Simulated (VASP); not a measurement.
Here is a VASP 6.6.1 calculation.

File INCAR:

```
SYSTEM = TePb
PREC = Accurate
ENCUT = 520
EDIFF = 1E-7
ISMEAR = 0
SIGMA = 0.05
LREAL = .False.
LASPH = .True.
NELM = 80
ALGO = Normal
ISIF = 2
LWAVE = .False.
LCHARG = .False.
GGA = PE
NBANDS = 17
```

The input KPOINTS:

```
Automatic mesh
0
Gamma
  8 8 8
  0 0 0
```

The input POSCAR:

```
TePb
1.0
    0.0000000000      3.2270000000      3.2270000000
    3.2270000000      0.0000000000      3.2270000000
    3.2270000000      3.2270000000      0.0000000000
Te Pb
1 1
Direct
    0.5000000000      0.5000000000      0.5000000000
   -0.0464828014      0.0464828014     -0.0464828014
```

Potentials or basis: VASP PAW PBE potentials, release 64 (Te, Pb_d).

Run with:

```sh
$ cat potpaw_PBE.64/Te/POTCAR potpaw_PBE.64/Pb_d/POTCAR > POTCAR
$ mpirun -np 1 vasp_std > vasp.out
```

Q: Estimate the pressure.

A: 3.4 GPa.

Q: What does it give for the largest force?

A: 0.582 eV/Å.

Q: What does it give for the band gap on the k mesh?

A: 1.08 eV (least direct gap 1.13 eV).

Stress tensor (GPa, compression positive):
```
2.19 0.00 0.00
0.00 5.93 0.00
0.00 0.00 2.19
```

Caveat: the cell differs from its parent crystal (all Pb atoms moved -0.300 Å, as atom 2 along Cartesian [0 1 0]); the cell stands under pressure; spin-orbit coupling is left out, which moves the levels of the heavy elements. A k mesh can miss the band edges.
